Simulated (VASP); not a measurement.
# CsCl (Pm-3m) in VASP: notebook

The runs below take CsCl through single point, with r2SCAN.

All numbers are computed with VASP 6.6.1; they aren't measurements. Logs are shortened: lines on timing, memory, paths and dates and some standing lists are left out, and cuts for length are marked.

### 1 The cell of the first run

The structure is cubic, space group Pm-3m (No. 221). The conventional cell has a = 4.137 Å, b = 4.137 Å, c = 4.137 Å, α = 90.00°, β = 90.00°, γ = 90.00°. Cs (site symmetry m-3m) has 8 Cl at 3.58 Å and 6 Cs at 4.14 Å within 4.7 Å. Within 4.7 Å of Cl (site symmetry m-3m) lie 8 Cs at 3.58 Å and 6 Cl at 4.14 Å.

### 2 Single point, r2SCAN

Input file POSCAR:

```
CsCl
1.0
    4.1368324570      0.0000000000      0.0000000000
    0.0000000000      4.1368324570      0.0000000000
    0.0000000000      0.0000000000      4.1368324570
Cs Cl
1 1
Direct
    0.0000000000      0.0000000000      0.0000000000
    0.5000000000      0.5000000000      0.5000000000
```

Input file INCAR.step1:

```
SYSTEM = CsCl
PREC = Accurate
ENCUT = 550
ISMEAR = -5
SIGMA = 0.1
LREAL = .FALSE.
LASPH = .TRUE.
NELM = 120
NBANDS = 15
GGA = PE
ALGO = Normal
EDIFF = 1E-5
LWAVE = .TRUE.
LCHARG = .FALSE.
GGA_COMPAT = .FALSE.
```

Input file INCAR.step2:

```
SYSTEM = CsCl
PREC = Accurate
ENCUT = 550
EDIFF = 1E-6
ISMEAR = -5
SIGMA = 0.1
LREAL = .FALSE.
LASPH = .TRUE.
NELM = 120
ALGO = Normal
ISIF = 2
LWAVE = .FALSE.
LCHARG = .TRUE.
METAGGA = R2SCAN
LMIXTAU = .TRUE.
LELF = .TRUE.
LVHAR = .TRUE.
NBANDS = 15
ISTART = 1
GGA_COMPAT = .FALSE.
```

Input file KPOINTS:

```
Automatic mesh
0
G
  4 4 4
  0 0 0
```

Potentials or basis: VASP PAW PBE potentials, release 64 (Cs_sv, Cl).

The run is started by

```sh
$ cat potpaw_PBE.64/Cs_sv/POTCAR potpaw_PBE.64/Cl/POTCAR > POTCAR
$ cp INCAR.step1 INCAR
$ mpirun -np 1 vasp_std > vasp.out
$ cp INCAR.step2 INCAR
$ mpirun -np 1 vasp_std > vasp.out
```

OUTCAR:

```text
SYSTEM = CsCl
   PREC = Accurate
   ENCUT = 550
   EDIFF = 1E-6
   ISMEAR = -5
   LREAL = .FALSE.
   LASPH = .TRUE.
   NELM = 120
   ISIF = 2
   METAGGA = R2SCAN
   ISTART = 1

 ion  position               nearest neighbor table
   1  0.000  0.000  0.000-
   2  0.500  0.500  0.500-

  LATTYP: Found a simple cubic cell.
 ALAT       =     4.1368324570

  Lattice vectors:

 A1 = (   4.1368324570,   0.0000000000,   0.0000000000)
 A2 = (   0.0000000000,   4.1368324570,   0.0000000000)
 A3 = (   0.0000000000,   0.0000000000,   4.1368324570)

Analysis of symmetry for initial positions (statically):
=====================================================================
 Subroutine PRICEL returns:
 Original cell was already a primitive cell.

 Routine SETGRP: Setting up the symmetry group for a
 simple cubic supercell.

 Subroutine GETGRP returns: Found 48 space group operations
 (whereof 48 operations were pure point group operations)
 out of a pool of 48 trial point group operations.

The static configuration has the point symmetry O_h .

Analysis of symmetry for dynamics (positions and initial velocities):
=====================================================================
 Subroutine PRICEL returns:
 Original cell was already a primitive cell.

 Routine SETGRP: Setting up the symmetry group for a
 simple cubic supercell.

 Subroutine GETGRP returns: Found 48 space group operations
 (whereof 48 operations were pure point group operations)
 out of a pool of 48 trial point group operations.

The dynamic configuration has the point symmetry O_h .

 Subroutine INISYM returns: Found 48 space group operations
 (whereof 48 operations are pure point group operations),
 and found     1 'primitive' translations

----------------------------------------------------------------------------------------

                                     Primitive cell

  volume of cell :      70.7952

  direct lattice vectors                    reciprocal lattice vectors
     4.136832457  0.000000000  0.000000000     0.241730844  0.000000000  0.000000000
     0.000000000  4.136832457  0.000000000     0.000000000  0.241730844  0.000000000
     0.000000000  0.000000000  4.136832457     0.000000000  0.000000000  0.241730844

  length of vectors
     4.136832457  4.136832457  4.136832457     0.241730844  0.241730844  0.241730844

  position of ions in fractional coordinates (direct lattice)
     0.000000000  0.000000000  0.000000000
     0.500000000  0.500000000  0.500000000

[... 74 lines left out ...]
   NELECT =      16.0000    total number of electrons
   NUPDOWN=      -1.0000    fix difference up-down
   EMIN   =  10.00;   EMAX   =-10.00  energy-range for DOS
   EFERMI =   0.00;   METHOD = LEGACY
   ISMEAR =    -5;   SIGMA  =   0.10  broadening in eV -4-tet -1-fermi 0-gaus
   EFERMI_NEDOS =   21; number of points for ismear=-14 and -15
   IALGO  =     38    algorithm
   IMIX   =      4    mixing-type and parameters
     AMIX     =   0.40;   BMIX     =  1.00
     AMIX_MAG =   1.60;   BMIX_MAG =  1.00
  volume/ion in A,a.u.               =      35.40       238.87
  Fermi-wavevector in a.u.,A,eV,Ry     =   0.997195  1.884426 13.529613  0.994398
  Thomas-Fermi vector in A             =   2.129335
   LORBIT       =      0    0 simple, 1 ext, 2 COOP (PROOUT), +10 PAW based schemes
   METAGGA = R2SCAN    functional components
   LHFCALC =     F    Hartree Fock is set to
   AEXX    =    0.0000 exact exchange contribution
   IVDW    =     0    specifies the selected vdW correction
   LEPSILON=     F    determine dielectric tensor
   LRPA    =     F    only Hartree local field effects (RPA)
 non-spin polarized calculation
 Fermi weights with tetrahedron method with Bloechl corrections
  energy-cutoff  :      550.00
  volume of cell :       70.80
 maximum number of plane-waves:      2103
 NGX is ok and might be reduce to    32
   NGX = 15   NGY = 15   NGZ = 15

 number of electron      16.0000002 magnetization

 Free energy of the ion-electron system (eV)
  ---------------------------------------------------
  ext. energy  EPLUGINS =         0.00000000
  ---------------------------------------------------
  free energy    TOTEN  =       -35.52474354 eV

  energy without entropy =      -35.52474354  energy(sigma->0) =      -35.52474354

 E-fermi :  -0.7293     XC(G=0):  -8.6240

 val. band max:       -0.7405492895   @ k =   0.0000   0.0000   0.0000
 cond. band min:       5.1662501752   @ k =   0.0000   0.0000   0.0000
 fundamental gap:      5.9067994647
 Fermi energy:        -0.7293498813

 k-point     1 :       0.0000    0.0000    0.0000
  band No.  band energies     occupation
      1     -20.6417      2.00000
      2     -13.4552      2.00000
      3      -6.7574      2.00000
      4      -6.7574      2.00000
      5      -6.7574      2.00000
      6      -0.7405      2.00000
      7      -0.7405      2.00000
      8      -0.7405      2.00000
      9       5.1663      0.00000
     10       5.1663      0.00000
     11       5.2672      0.00000
     12       9.9695      0.00000
     13       9.9695      0.00000
     14       9.9695      0.00000
[... 149 lines left out ...]
      2     -13.2922      2.00000
      3      -7.2835      2.00000
      4      -7.2835      2.00000
      5      -7.2835      2.00000
      6      -1.8160      2.00000
      7      -1.8160      2.00000
      8      -1.8160      2.00000
      9       8.3960      0.00000
     10       8.3960      0.00000
     11       8.3960      0.00000
     12      10.5161      0.00000
     13      10.5161      0.00000
     14      10.5161      0.00000
     15      12.2945      0.00000

------------------------ aborting loop because EDIFF is reached ----------------------------------------

  FORCE on cell =-STRESS in cart. coord.  units (eV):
  Direction    XX          YY          ZZ          XY          YZ          ZX
  --------------------------------------------------------------------------------------
  -------------------------------------------------------------------------------------
  Total        0.0394093      0.0394093      0.0394093     -0.0000000      0.0000000      0.0000000
  in kB        0.8918777      0.8918777      0.8918777     -0.0000000      0.0000000      0.0000000
  external PRESSURE =       0.8918777 kB  Pullay stress =       0.0000000 kB

 VOLUME and BASIS-vectors are now :
 -----------------------------------------------------------------------------
  energy-cutoff  :      550.00
  volume of cell :       70.80
      direct lattice vectors                 reciprocal lattice vectors
     4.136832457  0.000000000  0.000000000     0.241730844  0.000000000  0.000000000
     0.000000000  4.136832457  0.000000000     0.000000000  0.241730844  0.000000000
     0.000000000  0.000000000  4.136832457     0.000000000  0.000000000  0.241730844

 POSITION                                       TOTAL-FORCE (eV/Angst)
 -----------------------------------------------------------------------------------
      0.00000      0.00000      0.00000         0.000000      0.000000      0.000000
      2.06842      2.06842      2.06842         0.000000      0.000000      0.000000
 -----------------------------------------------------------------------------------
    total drift:                                0.000000      0.000000     -0.000000

  FREE ENERGIE OF THE ION-ELECTRON SYSTEM (eV)
  ---------------------------------------------------
  free  energy   TOTEN  =       -35.5247435393 eV

  energy  without entropy=      -35.5247435393  energy(sigma->0) =      -35.52474354
```

OUTCAR.step1:

```text
SYSTEM = CsCl
   PREC = Accurate
   ENCUT = 550
   ISMEAR = -5
   LREAL = .FALSE.
   LASPH = .TRUE.
[... 387 lines left out ...]
      0.00000      0.00000      0.00000         0.000000      0.000000      0.000000
      2.06842      2.06842      2.06842         0.000000      0.000000      0.000000
 -----------------------------------------------------------------------------------
    total drift:                                0.000000      0.000000     -0.000000

  FREE ENERGIE OF THE ION-ELECTRON SYSTEM (eV)
  ---------------------------------------------------
  free  energy   TOTEN  =        -6.5309684041 eV

  energy  without entropy=       -6.5309684041  energy(sigma->0) =       -6.53096840
```

It took 30 s on 1 thread of AMD EPYC 7R13 (Zen 3), shared host; peak memory 0.16 GiB.

Results:

- Free energy: -35.5247 eV
- Pressure: 0.1 GPa
- Band gap on the k mesh: 5.91 eV

Levels at points of the mesh, in eV from the valence-band top:
| k point | band 6 | band 7 | band 8 | band 9 | band 10 | band 11 |
| --- | --- | --- | --- | --- | --- | --- |
| (0.00, 0.00, 0.00) | 0.00 | 0.00 | 0.00 | 5.91 | 5.91 | 6.01 |
| (0.50, 0.00, 0.00) | -1.13 | -0.23 | -0.23 | 6.94 | 8.26 | 9.59 |
| (0.50, 0.50, 0.00) | -0.43 | -0.43 | -0.06 | 6.55 | 6.64 | 8.62 |
| (0.50, 0.50, 0.50) | -1.08 | -1.08 | -1.08 | 9.14 | 9.14 | 9.14 |

Caveat: the PAW data sets were made with another functional, which shifts forces and pressure a little; spin-orbit coupling is left out, which moves the levels of the heavy elements.

### 3 Single point, r2SCAN

POSCAR is that of step 2.

Input file INCAR.step1:

```
PREC = Accurate ; ENCUT = 550
ISMEAR = 0 ; SIGMA = 0.5
LREAL = False ; LASPH = True
NELM = 120 ; NBANDS = 15
GGA = PE ; ALGO = Normal
EDIFF = 1E-5 ; LWAVE = True
LCHARG = False ; GGA_COMPAT = False
```

Input file INCAR.step2:

```
PREC = Accurate ; ENCUT = 550
EDIFF = 1E-6 ; ISMEAR = 0
SIGMA = 0.5 ; LREAL = False
LASPH = True ; NELM = 120
ALGO = Normal ; ISIF = 2
LWAVE = False ; LCHARG = True
METAGGA = R2SCAN ; LMIXTAU = True
LELF = True ; LVHAR = True
NBANDS = 15 ; ISTART = 1
GGA_COMPAT = False
```

Input file KPOINTS:

```
regular mesh
0
Gamma
  4 4 4
```

Potentials or basis: VASP PAW PBE potentials, release 64 (Cs_sv, Cl).

The run is started by

```sh
$ cat potpaw_PBE.64/Cs_sv/POTCAR potpaw_PBE.64/Cl/POTCAR > POTCAR
$ cp INCAR.step1 INCAR
$ mpirun -np 1 vasp_std > vasp.out
$ cp INCAR.step2 INCAR
$ mpirun -np 1 vasp_std > vasp.out
```

It took 30 s on 1 thread of AMD EPYC 7R13 (Zen 3), shared host; peak memory 0.16 GiB.

It converged, with:

| Quantity | Value |
| --- | --- |
| Free energy | -35.5247 eV |
| Pressure | 0.1 GPa |
| Band gap on the k mesh | 5.91 eV |

Levels at points of the mesh, in eV from the valence-band top:
```tsv
k point	band 4	band 5	band 6	band 7	band 8	band 9	band 10	band 11	band 12	band 13
(0.00, 0.00, 0.00)	-6.02	-6.02	0.00	0.00	0.00	5.91	5.91	6.01	10.71	10.71
(0.50, 0.00, 0.00)	-5.88	-5.88	-1.13	-0.23	-0.23	6.94	8.26	9.59	9.89	10.17
(0.50, 0.50, 0.00)	-6.78	-5.79	-0.43	-0.43	-0.06	6.55	6.64	8.62	8.62	12.77
(0.50, 0.50, 0.50)	-6.54	-6.54	-1.08	-1.08	-1.08	9.14	9.14	9.14	11.26	11.26
```

Caveat: so wide a smearing shifts energies and pressures; the PAW data sets were made with another functional, which shifts forces and pressure a little; spin-orbit coupling is left out, which moves the levels of the heavy elements. A k mesh can miss the band edges.
